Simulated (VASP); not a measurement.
# Ir in VASP: notebook

Runs on Ir. Level: PBE. Tasks: single point.

All numbers are computed with VASP 6.6.1; they aren't measurements. Logs are shortened: lines on timing, memory, paths and dates and some standing lists are left out, and cuts for length are marked.

## 1. The cell of the first run

It takes space group I4/mmm (No. 139, tetragonal). The conventional cell has a = 2.737 Å, b = 2.737 Å, c = 3.725 Å, α = 90.00°, β = 90.00°, γ = 90.00°. Within 3.5 Å of Ir (site symmetry 4/mmm) lie 12 Ir at 2.69 to 2.74 Å.

## 2. Single point, PBE (engineering shear strain xy +0.0000, normal strain along z -0.0375)

INCAR reads:

```
SYSTEM = Ir
PREC = Accurate
ENCUT = 520
EDIFF = 1E-7
ISMEAR = 0
SIGMA = 0.15
LREAL = .FALSE.
LASPH = .TRUE.
NELM = 60
ALGO = Normal
ISIF = 2
LWAVE = .FALSE.
LCHARG = .FALSE.
GGA = PE
NBANDS = 10
```

KPOINTS reads:

```
regular mesh
0
G
  20 20 20
  0 0 0
```

POSCAR reads:

```
Ir
1.0
    0.0000000000      1.9351816027      1.8626122926
    1.9351816027      0.0000000000      1.8626122926
    1.9351816027      1.9351816027      0.0000000000
Ir
1
Direct
    0.0000000000      0.0000000000      0.0000000000
```

Potentials or basis: VASP PAW PBE potentials, release 64 (Ir).

Run with:

```sh
> cat potpaw_PBE.64/Ir/POTCAR > POTCAR
> mpirun -np 1 vasp_std > vasp.out
```

OUTCAR:

```text
SYSTEM = Ir
   PREC = Accurate
   ENCUT = 520
   EDIFF = 1E-7
   ISMEAR = 0
   LREAL = .FALSE.
   LASPH = .TRUE.
   NELM = 60
   ISIF = 2
   GGA = PE

 ion  position               nearest neighbor table
   1  0.000  0.000  0.000-

  LATTYP: Found a body centered tetragonal cell.
 ALAT       =     2.7367600682
 C/A-ratio  =     1.3611805538

  Lattice vectors:

 A1 = (   0.0000000000,  -1.9351816027,  -1.8626122926)
 A2 = (   0.0000000000,   1.9351816027,  -1.8626122926)
 A3 = (   1.9351816027,   0.0000000000,   1.8626122926)

Analysis of symmetry for initial positions (statically):
=====================================================================
 Subroutine PRICEL returns:
 Original cell was already a primitive cell.

 Routine SETGRP: Setting up the symmetry group for a
 body centered tetragonal supercell.

 Subroutine GETGRP returns: Found 16 space group operations
 (whereof 16 operations were pure point group operations)
 out of a pool of 16 trial point group operations.

The static configuration has the point symmetry D_4h.

Analysis of symmetry for dynamics (positions and initial velocities):
=====================================================================
 Subroutine PRICEL returns:
 Original cell was already a primitive cell.

 Routine SETGRP: Setting up the symmetry group for a
 body centered tetragonal supercell.

 Subroutine GETGRP returns: Found 16 space group operations
 (whereof 16 operations were pure point group operations)
 out of a pool of 16 trial point group operations.

The dynamic configuration has the point symmetry D_4h.

 Subroutine INISYM returns: Found 16 space group operations
 (whereof 16 operations are pure point group operations),
 and found     1 'primitive' translations

----------------------------------------------------------------------------------------

                                     Primitive cell

  volume of cell :      13.9507

  direct lattice vectors                    reciprocal lattice vectors
     0.000000000  1.935181603  1.862612293    -0.258373684  0.258373684  0.268440191
     1.935181603  0.000000000  1.862612293     0.258373684 -0.258373684  0.268440191
     1.935181603  1.935181603  0.000000000     0.258373684  0.258373684 -0.268440191

  length of vectors
     2.685936036  2.685936036  2.736760068     0.453402754  0.453402754  0.453402754

  position of ions in fractional coordinates (direct lattice)
     0.000000000  0.000000000  0.000000000

  ion indices of the primitive-cell ions
   primitive index   ion index
                 1           1

----------------------------------------------------------------------------------------

 KPOINTS: regular mesh

Automatic generation of k-mesh.
 Grid dimensions read from file:
 generate k-points for:   20   20   20

 Generating k-lattice:

  Cartesian coordinates                     Fractional coordinates (reciprocal lattice)
    -0.012918684  0.012918684  0.013422010     0.050000000  0.000000000  0.000000000
     0.012918684 -0.012918684  0.013422010     0.000000000  0.050000000  0.000000000
     0.012918684  0.012918684 -0.013422010     0.000000000  0.000000000  0.050000000

  Length of vectors
     0.022670138  0.022670138  0.022670138

  Shift w.r.t. Gamma in fractional coordinates (k-lattice)
     0.000000000  0.000000000  0.000000000

 Subroutine IBZKPT returns following result:
 ===========================================

 Found    641 irreducible k-points:

 Following reciprocal coordinates:
            Coordinates               Weight
  0.000000  0.000000  0.000000      1.000000
  0.050000  0.000000  0.000000      8.000000
  0.100000  0.000000  0.000000      8.000000
  0.150000  0.000000  0.000000      8.000000
  0.200000  0.000000  0.000000      8.000000
  0.250000  0.000000  0.000000      8.000000
[... 16 lines left out ...]
 -0.400000  0.050000  0.000000      8.000000
 -0.350000  0.050000  0.000000      8.000000
 [... further k-points ...]
   k-points           NKPTS =    641   k-points in BZ     NKDIM =    641   number of bands    NBANDS=     10
   number of dos      NEDOS =    301   number of ions     NIONS =      1
   total plane-waves  NPLWV =   8000
   dimension x,y,z NGX =    20 NGY =   20 NGZ =   20
   dimension x,y,z NGXF=    40 NGYF=   40 NGZF=   40
   ions per type =               1
   NGX,Y,Z   is equivalent  to a cutoff of  12.38, 12.38, 12.15 a.u.
   NGXF,Y,Z  is equivalent  to a cutoff of  24.76, 24.76, 24.30 a.u.
 SYSTEM =  Ir
   PREC   = accura    normal or accurate (medium, high low for compatibility)
   ISTART =      0    job   : 0-new  1-cont  2-samecut
   ICHARG =      2    charge: 1-file 2-atom 10-const
   ISPIN  =      1    spin polarized calculation?
   LNONCOLLINEAR =      F non collinear calculations
   LSORBIT =      F    spin-orbit coupling
   LASPH  =      T    aspherical Exc in radial PAW
   ENCUT  =  520.0 eV  38.22 Ry    6.18 a.u.   4.99  4.99  5.09*2*pi/ulx,y,z
   NELM   =     60;   NELMIN=  2; NELMDL= -5     # of ELM steps
   EDIFF  = 0.1E-06   stopping-criterion for ELM
   LREAL  =      F    real-space projection
   EDIFFG = 0.1E-05   stopping-criterion for IOM
   NSW    =      0    number of steps for IOM
   IBRION =     -1    ionic relax: 0-MD 1-quasi-New 2-CG
   NFREE  =      0    steps in history (QN), initial steepest desc. (CG)
   ISIF   =      2    stress and relaxation
   ISYM   =      2    0-nonsym 1-usesym 2-fastsym
   POTIM  = 0.5000    time-step for ionic-motion
   TEBEG  =    0.0;   TEEND  =   0.0 temperature during run
   PSTRESS=    0.0 pullay stress
   NELECT =       9.0000    total number of electrons
   NUPDOWN=      -1.0000    fix difference up-down
   EMIN   =  10.00;   EMAX   =-10.00  energy-range for DOS
   EFERMI =   0.00;   METHOD = LEGACY
   ISMEAR =     0;   SIGMA  =   0.15  broadening in eV -4-tet -1-fermi 0-gaus
   EFERMI_NEDOS =   21; number of points for ismear=-14 and -15
   IALGO  =     38    algorithm
   IMIX   =      4    mixing-type and parameters
     AMIX     =   0.40;   BMIX     =  1.00
     AMIX_MAG =   1.60;   BMIX_MAG =  1.00
  volume/ion in A,a.u.               =      13.95        94.14
  Fermi-wavevector in a.u.,A,eV,Ry     =   1.414568  2.673145 27.225277  2.001001
  Thomas-Fermi vector in A             =   2.536096
   LORBIT       =      0    0 simple, 1 ext, 2 COOP (PROOUT), +10 PAW based schemes
   GGA     = PE    functional components
   LHFCALC =     F    Hartree Fock is set to
   AEXX    =    0.0000 exact exchange contribution
   IVDW    =     0    specifies the selected vdW correction
   LEPSILON=     F    determine dielectric tensor
   LRPA    =     F    only Hartree local field effects (RPA)
 non-spin polarized calculation
 Gauss-broadening in eV      SIGMA  =   0.15
  energy-cutoff  :      520.00
  volume of cell :       13.95
 maximum number of plane-waves:       392
   NGX =  9   NGY =  9   NGZ = 11

 number of electron       9.0000001 magnetization

 Free energy of the ion-electron system (eV)
  ---------------------------------------------------
  ext. energy  EPLUGINS =         0.00000000
  ---------------------------------------------------
  free energy    TOTEN  =        -8.81495207 eV

  energy without entropy =       -8.80746312  energy(sigma->0) =       -8.81120759

 E-fermi :  10.6071     XC(G=0): -14.0716

 val. band max:       10.6068963612   @ k =  -0.0500   0.2500   0.2000
 cond. band min:      10.6112039889   @ k =   0.4000   0.0000   0.3500
 fundamental gap:      0.0043076277
 Fermi energy:        10.6070540845

 k-point     1 :       0.0000    0.0000    0.0000
  band No.  band energies     occupation
      1      -0.6194      2.00000
      2       6.5285      2.00000
      3       6.5285      2.00000
      4       7.0180      2.00000
      5       9.0894      2.00000
      6       9.7465      2.00000
      7      24.9750      0.00000
      8      30.2029      0.00000
      9      30.2029      0.00000
     10      31.4913      0.00000

 k-point     2 :       0.0500    0.0000    0.0000
  band No.  band energies     occupation
      1      -0.5060      2.00000
      2       6.5056      2.00000
      3       6.5780      2.00000
      4       7.0284      2.00000
      5       9.0638      2.00000
      6       9.7066      2.00000
      7      25.1730      0.00000
      8      29.8219      0.00000
      9      30.3879      0.00000
     10      31.4191      0.00000

 k-point     3 :       0.1000    0.0000    0.0000
  band No.  band energies     occupation
      1      -0.1753      2.00000
      2       6.4038      2.00000
      3       6.7086      2.00000
      4       7.1016      2.00000
      5       9.0110      2.00000
      6       9.6070      2.00000
      7      25.7268      0.00000
      8      28.6930      0.00000
      9      30.9299      0.00000
     10      31.8053      0.00000

 k-point     4 :       0.1500    0.0000    0.0000
  band No.  band energies     occupation
      1       0.3409      2.00000
      2       6.2354      2.00000
      3       6.8607      2.00000
      4       7.2439      2.00000
      5       9.0044      2.00000
      6       9.5089      2.00000
      7      26.4710      0.00000
      8      27.3721      0.00000
      9      31.7912      0.00000
     10      32.6349      0.00000
[... 222 lines left out ...]
 k-point    22 :      -0.4500    0.0500    0.0000
  band No.  band energies     occupation
      1       2.5031      2.00000
      2       6.3981      2.00000
      3       6.7594      2.00000
      4       9.2387      2.00000
      5      11.5401      0.00000
      6      11.9330      0.00000
      7      18.3160      0.00000
      8      24.7501      0.00000
      9      30.5011      0.00000
     10      30.6402      0.00000

 k-point    23 :      -0.4000    0.0500    0.0000
  band No.  band energies     occupation
      1       2.5099      2.00000
      2       6.4684      2.00000
      3       6.8408      2.00000
      4       8.5324      2.00000
      5      11.1076      0.00000
      6      11.6117      0.00000
      7      19.4855      0.00000
      8      25.0875      0.00000
      9      30.9784      0.00000
     10      31.4477      0.00000

 k-point    24 :      -0.3500    0.0500    0.0000
  band No.  band energies     occupation
      1       2.4713      2.00000
      2       6.5981      2.00000
      3       6.9790      2.00000
      4       7.5495      2.00000
      5      10.5185      1.59601
      6      11.1793      0.00000
      7      21.0838      0.00000
      8      25.7259      0.00000
      9      31.7001      0.00000
     10      32.8687      0.00000

 [... further k-points ...]
[... 5 lines left out ...]
  --------------------------------------------------------------------------------------
  -------------------------------------------------------------------------------------
  Total        0.9405856      0.9405856      2.2244123      0.0000000      0.0000000     -0.0000000
  in kB      108.0221899    108.0221899    255.4641470      0.0000000      0.0000000     -0.0000000
  external PRESSURE =     157.1695089 kB  Pullay stress =       0.0000000 kB

 VOLUME and BASIS-vectors are now :
 -----------------------------------------------------------------------------
  energy-cutoff  :      520.00
  volume of cell :       13.95
      direct lattice vectors                 reciprocal lattice vectors
     0.000000000  1.935181603  1.862612293    -0.258373684  0.258373684  0.268440191
     1.935181603  0.000000000  1.862612293     0.258373684 -0.258373684  0.268440191
     1.935181603  1.935181603  0.000000000     0.258373684  0.258373684 -0.268440191

 POSITION                                       TOTAL-FORCE (eV/Angst)
 -----------------------------------------------------------------------------------
      0.00000      0.00000      0.00000         0.000000     -0.000000      0.000000
 -----------------------------------------------------------------------------------
    total drift:                                0.000000      0.000000      0.000000

  FREE ENERGIE OF THE ION-ELECTRON SYSTEM (eV)
  ---------------------------------------------------
  free  energy   TOTEN  =        -8.8149520702 eV

  energy  without entropy=       -8.8074631154  energy(sigma->0) =       -8.81120759
```

Run time: 91 s. Hardware: 1 thread of Intel Xeon 8259CL, shared host; peak memory 0.21 GiB.

What came out:

```
Free energy            : -8.8150 eV
Pressure               : 15.7 GPa
Band gap on the k mesh : zero (an odd number of electrons rules out a gap without spin polarisation)
```

Levels at points of the mesh, in eV from the Fermi level:
```csv
k point,band 1,band 2,band 3,band 4,band 5,band 6,band 7,band 8
"(0.00, 0.00, 0.00)",-11.23,-4.08,-4.08,-3.59,-1.52,-0.86,14.37,19.60
"(0.50, 0.00, 0.00)",-8.20,-4.30,-3.75,-0.75,0.81,1.11,7.47,13.86
"(0.50, 0.50, 0.00)",-8.00,-7.49,0.90,1.59,1.59,2.31,11.36,11.36
"(0.50, 0.00, 0.50)",-8.05,-7.42,0.93,1.29,1.47,1.78,10.41,11.84
```

Caveat: the cell differs from its parent crystal (engineering shear strain xy +0.0000, normal strain along z -0.0375); the cell stands under pressure; spin-orbit coupling is left out, which moves the levels of the heavy elements.

## 3. Single point, PBE (engineering shear strain xy +0.0000, normal strain along z +0.0375)

INCAR reads:

```
SYSTEM = Ir
PREC = Accurate
ENCUT = 520
EDIFF = 1E-6
ISMEAR = 0
SIGMA = 0.15
LREAL = .FALSE.
LASPH = .TRUE.
NELM = 100
ALGO = Fast
ISIF = 2
LWAVE = .FALSE.
LCHARG = .FALSE.
GGA = PE
NBANDS = 10
```

KPOINTS reads:

```
Automatic mesh
0
G
  20 20 20
  0 0 0
```

POSCAR reads:

```
Ir
1.0
    0.0000000000      1.9351816027      2.0077509128
    1.9351816027      0.0000000000      2.0077509128
    1.9351816027      1.9351816027      0.0000000000
Ir
1
Direct
    0.0000000000      0.0000000000      0.0000000000
```

Potentials or basis: VASP PAW PBE potentials, release 64 (Ir).

Run with:

```sh
> cat potpaw_PBE.64/Ir/POTCAR > POTCAR
> mpirun -np 1 vasp_std > vasp.out
```

Run time: 70 s. Hardware: 1 thread of Intel Xeon 8259CL, shared host; peak memory 0.23 GiB.

The run converged. Its results:

- Free energy: -8.8252 eV
- Pressure: -11.0 GPa
- Band gap on the k mesh: zero (an odd number of electrons rules out a gap without spin polarisation)

Stress tensor (GPa, compression positive):
```
 -7.04   0.00   0.00
  0.00  -7.04   0.00
  0.00   0.00 -19.06
```

Levels at points of the mesh, in eV from the Fermi level:
| k point | band 1 | band 2 | band 3 | band 4 | band 5 | band 6 | band 7 | band 8 | band 9 |
| --- | --- | --- | --- | --- | --- | --- | --- | --- | --- |
| (0.00, 0.00, 0.00) | -10.43 | -3.79 | -3.34 | -3.34 | -1.36 | -0.77 | 14.50 | 19.02 | 20.06 |
| (0.50, 0.00, 0.00) | -7.43 | -3.81 | -3.35 | -0.55 | 0.72 | 0.95 | 6.72 | 13.97 | 19.02 |
| (0.50, 0.50, 0.00) | -7.23 | -6.63 | 0.85 | 1.28 | 1.32 | 1.32 | 9.11 | 11.92 | 11.92 |
| (0.50, 0.00, 0.50) | -7.17 | -6.65 | 0.76 | 1.14 | 1.59 | 2.01 | 10.07 | 11.09 | 11.43 |

Caveat: the cell differs from its parent crystal (engineering shear strain xy +0.0000, normal strain along z +0.0375); the cell stands under tension; spin-orbit coupling is left out, which moves the levels of the heavy elements.

## 4. Single point, PBE (engineering shear strain xy -0.0700, normal strain along z +0.0000)

INCAR reads:

```
ALGO = Fast
EDIFF = 1E-7
ENCUT = 520
GGA = PE
ISIF = 2
ISMEAR = 0
LASPH = True
LCHARG = False
LREAL = False
LWAVE = False
NBANDS = 10
NELM = 100
PREC = Accurate
SIGMA = 0.15
```

KPOINTS reads:

```
k-points
0
Gamma
  20 20 20
```

POSCAR reads:

```
Ir
1.0
   -0.0677313561      1.9351816027      1.9351816027
    1.9351816027     -0.0677313561      1.9351816027
    1.8674502466      1.8674502466      0.0000000000
Ir
1
Direct
    0.0000000000      0.0000000000      0.0000000000
```

Run with:

```sh
> cat potpaw_PBE.64/Ir/POTCAR > POTCAR
> mpirun -np 1 vasp_std > vasp.out
```

Wall time 2.5 min (1 thread of Intel Xeon Platinum 8488C (Sapphire Rapids), shared host); peak memory 0.29 GiB.

Results (log left out):

```
Free energy            : -8.7988 eV
Pressure               : 2.9 GPa
Band gap on the k mesh : zero (an odd number of electrons rules out a gap without spin polarisation)
```

Stress tensor (GPa, compression positive):
```
 4.12 18.37  0.00
18.37  4.12  0.00
 0.00  0.00  0.53
```

Levels at points of the mesh, in eV from the Fermi level:
```tsv
k point	band 1	band 2	band 3	band 4	band 5	band 6	band 7	band 8
(0.00, 0.00, 0.00)	-10.82	-4.20	-3.86	-3.14	-1.05	-1.02	14.37	18.81
(0.50, 0.00, 0.00)	-7.90	-4.18	-3.25	-0.97	0.49	1.09	6.61	14.26
(0.50, 0.50, 0.00)	-7.62	-7.06	0.91	1.47	1.50	1.75	10.24	10.37
(0.00, 0.00, 0.50)	-7.73	-4.31	-3.43	-0.28	0.73	1.26	7.68	13.69
(0.50, 0.00, 0.50)	-7.60	-7.04	0.70	1.42	1.62	1.80	10.35	11.66
```

Caveat: the cell differs from its parent crystal (engineering shear strain xy -0.0700, normal strain along z +0.0000); spin-orbit coupling is left out, which moves the levels of the heavy elements.

[end of part 1 of 2]
